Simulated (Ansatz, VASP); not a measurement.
**Si5P: VASP beside Ansatz**

```xyz
6
Lattice="6.1356 0.0000 -0.3687 0.0000 4.1152 0.0000 -3.2344 0.0000 5.2268" Properties=species:S:1:pos:R:3 pbc="T T T"
Si   -0.7695    2.0576    5.1156
Si   -1.9675    2.0576    3.1095
Si    0.4436    0.0000    4.9480
Si    4.8910    0.0000    1.7523
Si    1.8795    2.0576    2.1729
P     0.9920    0.0000    2.7029
```

Change from the starting cell: the structure that the rattled cell fell into.

Alike in both runs: functional PBE; k mesh 8 × 8 × 8; occupations gaussian, width 0.1 eV; no spin polarisation.

Ansatz relaxed the structure, and its values are those at the end. VASP's run is a single point on that final structure, the one shown.

```csv
,VASP,Ansatz
version,VASP 6.6.1,Ansatz 0.2.0
potentials or method,"VASP PAW PBE potentials, release 64 (Si, P), cutoff 520 eV","scalar-relativistic, plane waves, PAW"
valence electrons in the cell,25,25
```

VASP gave:

* gap on the k mesh at the Fermi level (eV): none
* pressure (GPa): -0.1
* rms of the force components (eV/Å): 0.005

Task: Estimate Ansatz's values.

Result: gap on the k mesh at the Fermi level (eV): none; pressure (GPa): 0.0; rms of the force components (eV/Å): 0.001.

A gap of «none» marks a metal or a gap that the smearing closes. With one functional, cell and mesh, what is left measures potentials, basis and numerics.
